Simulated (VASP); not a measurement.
RuBr5, 6 atoms in the cell. It takes space group I4/m (No. 87, tetragonal). Conventional cell: a = 8.474 Å, b = 8.474 Å, c = 5.280 Å, α = 90.00°, β = 90.00°, γ = 90.00°. Ru (site symmetry 4/m) has 6 Br at 2.45 to 2.64 Å within 3.2 Å. Within 3.2 Å of Br (site symmetry m) lie 1 Ru at 2.45 Å. Br (site symmetry 4/m) has 2 Ru at 2.64 Å and 8 Br at 3.60 Å within 3.6 Å. 

```yaml
Program: VASP 6.6.1
Task: single point
Functional: PBE
Potentials_or_basis: VASP PAW PBE potentials, release 64 (Ru_pv, Br)
Cutoff: 520 eV
k_mesh: 3 × 3 × 3
Occupations: gaussian, width 0.15 eV
Spin: collinear spin, ferromagnetic start
Starting_moments: "[1.0, 0.0, 0.0, 0.0, 0.0, 0.0] μB"
Dipole_correction: no
Further_INCAR_settings: ALGO = Normal; EDIFF = 1e-06; NBANDS = 38
```

Potentials or basis: VASP PAW PBE potentials, release 64 (Ru_pv, Br).

Launch:

```bash
$ cat potpaw_PBE.64/Ru_pv/POTCAR potpaw_PBE.64/Br/POTCAR > POTCAR
$ mpirun -np 1 vasp_std > vasp.out
```

Hardware: 1 thread of Intel(R) Xeon(R) Platinum 8259CL CPU @ 2.50GHz (Skylake/Cascade Lake) (shared host).

Task: Estimate the wall time of this run.

Result: It took 2.5 min on 1 thread of Intel(R) Xeon(R) Platinum 8259CL CPU @ 2.50GHz (Skylake/Cascade Lake) (shared host), peak memory 0.45 GiB. Counts: scf iterations 17, k points 6.
